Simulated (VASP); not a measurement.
**Re: single point with r2SCAN**

Crystal: Re.

```
Re
1.0
     1.54808    1.54808    1.54808
    -1.54808    1.54808    1.54808
    -1.54808   -1.54808    1.54808
Re
1
Direct
  0.00000 0.00000 0.00000
```

```json
{
  "Program": "VASP 6.6.1",
  "Task": "single point",
  "Functional": "r2SCAN",
  "Potentials or basis": "VASP PAW PBE potentials, release 64 (Re)",
  "Cutoff": "520 eV",
  "k mesh": "11 × 11 × 11",
  "Occupations": "methfessel-paxton, width 0.05 eV",
  "Spin": "no spin polarisation",
  "Dipole correction": "no",
  "Further INCAR settings": "ALGO = Normal; EDIFF = 1e-06; NBANDS = 10"
}
```

| Item | Value |
| --- | --- |
| Pressure | 0.1 GPa |

Levels at points of the mesh, in eV from the Fermi level:
```
           k point  band 1  band 2  band 3  band 4  band 5  band 6
(0.00, 0.00, 0.00)  -11.32   -2.93   -2.93   -2.93    0.87    0.87
```

It took 28 s on 1 thread of Intel(R) Xeon(R) Platinum 8259CL CPU @ 2.50GHz (Skylake/Cascade Lake), on a shared host, peak memory 0.13 GiB.

Caveat: the PAW data sets were made with another functional, which shifts forces and pressure a little; spin-orbit coupling is left out, which moves the levels of the heavy elements.
